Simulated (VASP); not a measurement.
Set up this calculation in VASP 6.6.1, as the native input.

- Task: single point
- Functional: LDA
- Potentials or basis: VASP PAW LDA potentials, release 64 (Be)
- Cutoff: 520 eV
- k mesh: 8 × 8 × 8
- Occupations: fermi-dirac, width 0.05 eV
- Spin: no spin polarisation
- Dipole correction: no
- Further INCAR settings: ALGO = Fast; EDIFF = 1e-06; NBANDS = 7

The structure of Be lies in POSCAR:

```
Be
1.0
   -1.2531209513      1.2531209513      1.2531209513
    1.2531209513     -1.2531209513      1.2531209513
    1.2531209513      1.2531209513     -1.2531209513
Be
1
Direct
    0.0000000000      0.0000000000      0.0000000000
```

One way to write it, as run:

INCAR

```
PREC     = Accurate       # precision mode
ENCUT    = 520            # plane-wave cutoff, eV
EDIFF    = 1E-6           # SCF threshold, eV
ISMEAR   = -1             # smearing method
SIGMA    = 0.05           # smearing width, eV
LREAL    = False          # projectors in reciprocal space
LASPH    = True           # aspherical terms in the spheres
NELM     = 80             # most SCF steps
ALGO     = Fast           # electronic algorithm
ISIF     = 2              # what is computed and relaxed
LWAVE    = False          # write WAVECAR
LCHARG   = False          # write CHGCAR
GGA      = CA             # functional
NBANDS   = 7              # bands
```

KPOINTS

```
regular mesh
0
Gamma
  8 8 8
```

Potentials or basis: VASP PAW LDA potentials, release 64 (Be).

Run with:

```console
$ cat potpaw_LDA.64/Be/POTCAR > POTCAR
$ mpirun -np 1 vasp_std > vasp.out
```

It gave:

The pressure is -6.0 GPa and the band gap on the k mesh is zero (band 1 reaches 11.53 eV, above the bottom of band 2 at 6.74 eV).

Caveat: the k points lie up to 0.44 Å⁻¹ apart.

Wall time 1.2 s on 1 thread of Intel(R) Xeon(R) Platinum 8259CL CPU @ 2.50GHz (Skylake/Cascade Lake), with other jobs on the host, peak memory 0.1 GiB.
